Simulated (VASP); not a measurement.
# SnSe (I4/mmm) in VASP: a series of runs, part 2 of 2

VASP 6.6.1. Earlier steps stand in the parts before.

**4. Single point, PBE (epitaxial xy strain +4.0%)**

INCAR reads:

```
SYSTEM = SnSe
PREC = Accurate
ENCUT = 500
EDIFF = 1E-6
ISMEAR = -1
SIGMA = 0.02
LREAL = .FALSE.
LASPH = .TRUE.
NELM = 120
ALGO = Normal
ISIF = 2
LWAVE = .FALSE.
LCHARG = .TRUE.
GGA = PE
LELF = .TRUE.
LVHAR = .TRUE.
NBANDS = 17
GGA_COMPAT = .FALSE.
```

KPOINTS reads:

```
Automatic mesh
0
G
  8 8 8
  0 0 0
```

POSCAR reads:

```
SnSe
1.0
    0.0000000000      3.1221976799      2.9790554335
    3.1221976799      0.0000000000      2.9790554335
    3.1221976799      3.1221976799      0.0000000000
Sn Se
1 1
Direct
    0.0000000000      0.0000000000      0.0000000000
    0.5000000000      0.5000000000      0.5000000000
```

Potentials or basis: VASP PAW PBE potentials, release 64 (Sn_d, Se).

Launch:

```bash
> cat potpaw_PBE.64/Sn_d/POTCAR potpaw_PBE.64/Se/POTCAR > POTCAR
> mpirun -np 1 vasp_std > vasp.out
```

OUTCAR:

```text
SYSTEM = SnSe
   PREC = Accurate
   ENCUT = 500
   EDIFF = 1E-6
   ISMEAR = -1
   LREAL = .FALSE.
   LASPH = .TRUE.
   NELM = 120
   ISIF = 2
   GGA = PE

 ion  position               nearest neighbor table
   1  0.000  0.000  0.000-   2 2.98   2 2.98   2 3.12   2 3.12   2 3.12   2 3.12
   2  0.500  0.500  0.500-   1 2.98   1 2.98   1 3.12   1 3.12   1 3.12   1 3.12

  LATTYP: Found a body centered tetragonal cell.
 ALAT       =     4.4154543033
 C/A-ratio  =     1.3493766344

  Lattice vectors:

 A1 = (   0.0000000000,  -3.1221976799,  -2.9790554335)
 A2 = (   0.0000000000,   3.1221976799,  -2.9790554335)
 A3 = (   3.1221976799,   0.0000000000,   2.9790554335)

Analysis of symmetry for initial positions (statically):
=====================================================================
 Subroutine PRICEL returns:
 Original cell was already a primitive cell.

 Routine SETGRP: Setting up the symmetry group for a
 body centered tetragonal supercell.

 Subroutine GETGRP returns: Found 16 space group operations
 (whereof 16 operations were pure point group operations)
 out of a pool of 16 trial point group operations.

The static configuration has the point symmetry D_4h.

Analysis of symmetry for dynamics (positions and initial velocities):
=====================================================================
 Subroutine PRICEL returns:
 Original cell was already a primitive cell.

 Routine SETGRP: Setting up the symmetry group for a
 body centered tetragonal supercell.

 Subroutine GETGRP returns: Found 16 space group operations
 (whereof 16 operations were pure point group operations)
 out of a pool of 16 trial point group operations.

The dynamic configuration has the point symmetry D_4h.

 Subroutine INISYM returns: Found 16 space group operations
 (whereof 16 operations are pure point group operations),
[... 104 lines left out ...]
   POTIM  = 0.5000    time-step for ionic-motion
   TEBEG  =    0.0;   TEEND  =   0.0 temperature during run
   PSTRESS=    0.0 pullay stress
   NELECT =      20.0000    total number of electrons
   NUPDOWN=      -1.0000    fix difference up-down
   EMIN   =  10.00;   EMAX   =-10.00  energy-range for DOS
   EFERMI =   0.00;   METHOD = LEGACY
   ISMEAR =    -1;   SIGMA  =   0.02  broadening in eV -4-tet -1-fermi 0-gaus
   EFERMI_NEDOS =   21; number of points for ismear=-14 and -15
   IALGO  =     38    algorithm
   IMIX   =      4    mixing-type and parameters
     AMIX     =   0.40;   BMIX     =  1.00
     AMIX_MAG =   1.60;   BMIX_MAG =  1.00
  volume/ion in A,a.u.               =      29.04       195.97
  Fermi-wavevector in a.u.,A,eV,Ry     =   1.147471  2.168406 17.914650  1.316690
  Thomas-Fermi vector in A             =   2.284151
   LORBIT       =      0    0 simple, 1 ext, 2 COOP (PROOUT), +10 PAW based schemes
   GGA     = PE    functional components
   LHFCALC =     F    Hartree Fock is set to
   AEXX    =    0.0000 exact exchange contribution
   IVDW    =     0    specifies the selected vdW correction
   LEPSILON=     F    determine dielectric tensor
   LRPA    =     F    only Hartree local field effects (RPA)
 non-spin polarized calculation
  energy-cutoff  :      500.00
  volume of cell :       58.08
 maximum number of plane-waves:      1506
   NGX = 15   NGY = 15   NGZ = 17

 number of electron      19.9999997 magnetization

 Free energy of the ion-electron system (eV)
  ---------------------------------------------------
  ext. energy  EPLUGINS =         0.00000000
  ---------------------------------------------------
  free energy    TOTEN  =        -8.18071994 eV

  energy without entropy =       -8.18071937  energy(sigma->0) =       -8.18071966

 E-fermi :   5.1258     XC(G=0):  -9.3128

 val. band max:        4.9390087442   @ k =   0.5000   0.0000   0.0000
 cond. band min:       5.3125760420   @ k =   0.5000   0.0000   0.0000
 fundamental gap:      0.3735672979
 Fermi energy:         5.1257921764

 k-point     1 :       0.0000    0.0000    0.0000
  band No.  band energies     occupation
      1     -16.7292      2.00000
      2     -16.7259      2.00000
      3     -16.7116      2.00000
      4     -16.7116      2.00000
      5     -16.7019      2.00000
      6      -8.5572      2.00000
[... 457 lines left out ...]
      4     -16.7056      2.00000
      5     -16.7022      2.00000
      6      -7.9470      2.00000
[... 9 lines left out ...]
     16      14.0196      0.00000
     17      15.6665      0.00000

 [... further k-points ...]
[... 5 lines left out ...]
  --------------------------------------------------------------------------------------
  -------------------------------------------------------------------------------------
  Total       -1.1839584     -1.1839584      0.4956877      0.0000000      0.0000000      0.0000000
  in kB      -32.6601114    -32.6601114     13.6738027      0.0000000      0.0000000      0.0000000
  external PRESSURE =     -17.2154734 kB  Pullay stress =       0.0000000 kB

 VOLUME and BASIS-vectors are now :
 -----------------------------------------------------------------------------
  energy-cutoff  :      500.00
  volume of cell :       58.08
      direct lattice vectors                 reciprocal lattice vectors
     0.000000000  3.122197680  2.979055434    -0.160143608  0.160143608  0.167838434
     3.122197680  0.000000000  2.979055434     0.160143608 -0.160143608  0.167838434
     3.122197680  3.122197680  0.000000000     0.160143608  0.160143608 -0.167838434

 POSITION                                       TOTAL-FORCE (eV/Angst)
 -----------------------------------------------------------------------------------
      0.00000      0.00000      0.00000         0.000000      0.000000      0.000000
      3.12220      3.12220      2.97906        -0.000000     -0.000000      0.000000
 -----------------------------------------------------------------------------------
    total drift:                                0.000000     -0.000000     -0.000000

  FREE ENERGIE OF THE ION-ELECTRON SYSTEM (eV)
  ---------------------------------------------------
  free  energy   TOTEN  =        -8.1807199393 eV

  energy  without entropy=       -8.1807193713  energy(sigma->0) =       -8.18071966
```

stdout:

```text
POSCAR found type information on POSCAR SnSe
 POSCAR found :  2 types and       2 ions
 scaLAPACK will be used
 LDA part: xc-table for (Slater+PW92), standard interpolation
 POSCAR, INCAR and KPOINTS ok, starting setup
 FFT: planning ... GRIDC
 FFT: planning ... GRID_SOFT
 FFT: planning ... GRID
 WAVECAR not read
 entering main loop
```

It took 64 s on 1 thread of Intel Xeon 8259CL, shared host; peak memory 0.21 GiB.

What came out:

```yaml
Free_energy: -8.1807 eV
Pressure: -1.7 GPa
Band_gap_on_the_k_mesh: 0.37 eV, direct
```

Caveat: the cell differs from its parent crystal (epitaxial xy strain +4.0%); spin-orbit coupling is left out, which moves the levels of the heavy elements. A k mesh can miss the band edges.

**5. Overview**

| level | cell | cutoff (eV) | gap on the mesh (eV) | pressure (GPa) |
| --- | --- | --- | --- | --- |
| r2SCAN | a = 4.298, b = 4.298, c = 4.373 Å, angles 59.4, 59.4, 61.2°, 2 atoms | 520 | 0.29 | -2.2 |
| PBE | a = 4.298, b = 4.298, c = 4.373 Å, angles 59.4, 59.4, 61.2°, 2 atoms | 500 | 0.42 | -1.1 |
| PBE | a = 4.315, b = 4.315, c = 4.415 Å, angles 59.2, 59.2, 61.5°, 2 atoms | 500 | 0.37 | -1.7 |

Alike in all rows: task single point; potentials or basis VASP PAW PBE potentials, release 64 (Sn_d, Se); no spin polarisation; k mesh 8 × 8 × 8; smearing fermi-dirac 0.02 eV.

Caveats: spin-orbit coupling is left out, which moves the levels of the heavy elements; the PAW data sets were made with another functional, which shifts forces and pressure a little (some runs).

Absolute energies hang on the potentials; compare differences alone.
